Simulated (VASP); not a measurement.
# CdS (F-43m) in VASP: a series of runs, part 2 of 2

VASP 6.6.1.

### 3 Single point, PBE (25.24 Å³/atom)

This run uses another cell than the first one, of 25.24 Å³/atom.

Contents of INCAR:

```
PREC = Accurate
ENCUT = 630
EDIFF = 1E-6
ISMEAR = 0
SIGMA = 0.01
LREAL = False
LASPH = True
NELM = 120
ALGO = Normal
ISIF = 2
LWAVE = False
LCHARG = False
GGA = PE
NBANDS = 20
GGA_COMPAT = False
```

Contents of KPOINTS:

```
Automatic mesh
0
Gamma
  6 6 6
```

Contents of POSCAR:

```
CdS
1.0
    0.0000000000      2.9333580858      2.9333580858
    2.9333580858      0.0000000000      2.9333580858
    2.9333580858      2.9333580858      0.0000000000
Cd S
1 1
Direct
    0.0000000000      0.0000000000      0.0000000000
    0.2500000000      0.2500000000      0.2500000000
```

Potentials or basis: VASP PAW PBE potentials, release 64 (Cd_sv_GW, S).

On the command line:

```sh
$ cat potpaw_PBE.64/Cd_sv_GW/POTCAR potpaw_PBE.64/S/POTCAR > POTCAR
$ mpirun -np 1 vasp_std > vasp.out
```

It took 48 s on 1 thread of AMD EPYC 7R43 (Zen 3), shared host; peak memory 0.17 GiB.

Results (log left out):

- Free energy: -6.2114 eV
- Pressure: 1.6 GPa
- Band gap on the k mesh: 1.11 eV

Levels at points of the mesh, in eV from the valence-band top:
```tsv
k point	band 9	band 10	band 11	band 12	band 13	band 14	band 15	band 16	band 17	band 18
(0.00, 0.00, 0.00)	-7.21	-7.21	0.00	0.00	0.00	1.11	6.56	6.56	6.56	11.34
(0.50, 0.00, 0.00)	-7.17	-6.84	-4.29	-0.73	-0.73	2.99	7.02	7.02	7.41	10.99
(0.50, 0.50, 0.00)	-7.12	-6.78	-3.87	-1.82	-1.82	3.59	4.34	9.13	10.68	10.68
```

Caveat: the structure was generated, so it needn't be the stable form of CdS.

### 4 Single point, r2SCAN (26.15 Å³/atom)

This run uses another cell than the first one, of 26.15 Å³/atom.

Contents of POSCAR:

```
CdS
1.0
    0.0000000000      2.9683178717      2.9683178717
    2.9683178717      0.0000000000      2.9683178717
    2.9683178717      2.9683178717      0.0000000000
Cd S
1 1
Direct
    0.0000000000      0.0000000000      0.0000000000
    0.2500000000      0.2500000000      0.2500000000
```

Contents of INCAR.step1:

```
ALGO = Normal
EDIFF = 1E-5
ENCUT = 700
GGA = PE
GGA_COMPAT = False
ISMEAR = 0
LASPH = True
LCHARG = False
LREAL = False
LWAVE = True
NBANDS = 20
NELM = 120
PREC = Accurate
SIGMA = 0.01
```

Contents of INCAR.step2:

```
ALGO = Normal
EDIFF = 1E-6
ENCUT = 700
GGA_COMPAT = False
ISIF = 2
ISMEAR = 0
ISTART = 1
LASPH = True
LCHARG = False
LMIXTAU = True
LREAL = False
LWAVE = False
METAGGA = R2SCAN
NBANDS = 20
NELM = 120
PREC = Accurate
SIGMA = 0.01
```

Contents of KPOINTS:

```
k-points
0
Gamma
  6 6 6
```

Potentials or basis: VASP PAW PBE potentials, release 64 (Cd_sv_GW, S).

On the command line:

```sh
$ cat potpaw_PBE.64/Cd_sv_GW/POTCAR potpaw_PBE.64/S/POTCAR > POTCAR
$ cp INCAR.step1 INCAR
$ mpirun -np 1 vasp_std > vasp.out
$ cp INCAR.step2 INCAR
$ mpirun -np 1 vasp_std > vasp.out
```

OUTCAR:

```text
EDIFF = 1E-6
   ENCUT = 700
   ISIF = 2
   ISMEAR = 0
   ISTART = 1
   LASPH = True
   LREAL = False
   METAGGA = R2SCAN
   NELM = 120
   PREC = Accurate

 ion  position               nearest neighbor table
   1  0.000  0.000  0.000-   2 2.57   2 2.57   2 2.57   2 2.57
   2  0.250  0.250  0.250-   1 2.57   1 2.57   1 2.57   1 2.57

  LATTYP: Found a face centered cubic cell.
 ALAT       =     5.9366357434

  Lattice vectors:

[... 543 lines left out ...]

------------------------ aborting loop because EDIFF is reached ----------------------------------------

  FORCE on cell =-STRESS in cart. coord.  units (eV):
  Direction    XX          YY          ZZ          XY          YZ          ZX
  --------------------------------------------------------------------------------------
  -------------------------------------------------------------------------------------
  Total       -0.5778359     -0.5778359     -0.5778359      0.0000000      0.0000000      0.0000000
  in kB      -17.6992103    -17.6992103    -17.6992103      0.0000000      0.0000000      0.0000000
  external PRESSURE =     -17.6992103 kB  Pullay stress =       0.0000000 kB

 VOLUME and BASIS-vectors are now :
 -----------------------------------------------------------------------------
  energy-cutoff  :      700.00
  volume of cell :       52.31
      direct lattice vectors                 reciprocal lattice vectors
     0.000000000  2.968317872  2.968317872    -0.168445571  0.168445571  0.168445571
     2.968317872  0.000000000  2.968317872     0.168445571 -0.168445571  0.168445571
     2.968317872  2.968317872  0.000000000     0.168445571  0.168445571 -0.168445571

 POSITION                                       TOTAL-FORCE (eV/Angst)
 -----------------------------------------------------------------------------------
      0.00000      0.00000      0.00000         0.000000     -0.000000      0.000000
      1.48416      1.48416      1.48416        -0.000000      0.000000     -0.000000
 -----------------------------------------------------------------------------------
    total drift:                               -0.000000     -0.000000     -0.000000

  FREE ENERGIE OF THE ION-ELECTRON SYSTEM (eV)
  ---------------------------------------------------
  free  energy   TOTEN  =       -29.7390624437 eV

  energy  without entropy=      -29.7390624437  energy(sigma->0) =      -29.73906244
```

OSZICAR.step1:

```text
N       E                     dE             d eps       ncg     rms          rms(c)
DAV:   1     0.460068593670E+03    0.46007E+03   -0.16585E+04   664   0.190E+03
DAV:   2     0.432806012891E+02   -0.41679E+03   -0.38107E+03   640   0.607E+02
DAV:   3    -0.413272200711E+01   -0.47413E+02   -0.46808E+02   944   0.228E+02
DAV:   4    -0.669673093634E+01   -0.25640E+01   -0.25622E+01   900   0.562E+01
DAV:   5    -0.677841622512E+01   -0.81685E-01   -0.81679E-01   860   0.950E+00    0.193E+01
DAV:   6    -0.623499912273E+01    0.54342E+00   -0.14290E+00  1008   0.190E+01    0.146E+01
DAV:   7    -0.622559952367E+01    0.93996E-02   -0.40421E-01  1016   0.548E+00    0.560E+00
DAV:   8    -0.622065022816E+01    0.49493E-02   -0.41801E-02   992   0.273E+00    0.423E-01
DAV:   9    -0.622046449485E+01    0.18573E-03   -0.32282E-03   960   0.136E+00    0.885E-02
DAV:  10    -0.622059436077E+01   -0.12987E-03   -0.23320E-04   808   0.135E-01    0.403E-02
DAV:  11    -0.622060844630E+01   -0.14086E-04   -0.30605E-05   772   0.578E-02    0.154E-02
DAV:  12    -0.622060978915E+01   -0.13429E-05   -0.29057E-06   564   0.247E-02
   1 F= -.62206098E+01 E0= -.62206098E+01  d E =-.211785-141
```

Run time: 1.9 min. Hardware: 1 thread of Intel Xeon Platinum 8375C at 2.90GHz (Ice Lake), shared host; peak memory 0.23 GiB.

Results:

* Free energy: -29.7391 eV
* Pressure: -1.8 GPa
* Band gap on the k mesh: 1.47 eV

Levels at points of the mesh, in eV from the valence-band top:
```
           k point  band 11  band 12  band 13  band 14  band 15  band 16
(0.00, 0.00, 0.00)     0.00     0.00     0.00     1.47     7.09     7.09
(0.50, 0.00, 0.00)    -4.13    -0.69    -0.69     3.39     7.49     7.49
(0.50, 0.50, 0.00)    -3.73    -1.73    -1.73     3.94     4.70     9.52
```

Caveat: the structure was generated, so it needn't be the stable form of CdS; the PAW data sets were made with another functional, which shifts forces and pressure a little.

### 5 The runs side by side

```tsv
level	cell	cutoff (eV)	gap on the mesh (eV)	pressure (GPa)
PBE	a = 4.105 Å, angles 60.0°, 2 atoms	630	1.17	3.7
PBE	a = 4.148 Å, angles 60.0°, 2 atoms	630	1.11	1.6
r2SCAN	a = 4.198 Å, angles 60.0°, 2 atoms	700	1.47	-1.8
```

Alike in all rows: task single point; potentials or basis VASP PAW PBE potentials, release 64 (Cd_sv_GW, S); no spin polarisation; k mesh 6 × 6 × 6; smearing gaussian 0.01 eV.

Caveats: the structure was generated, so it needn't be the stable form of CdS; the cell stands under pressure (at least some runs); the PAW data sets were made with another functional, which shifts forces and pressure a little (at least some runs).

Absolute energies hang on the potentials; compare differences alone.
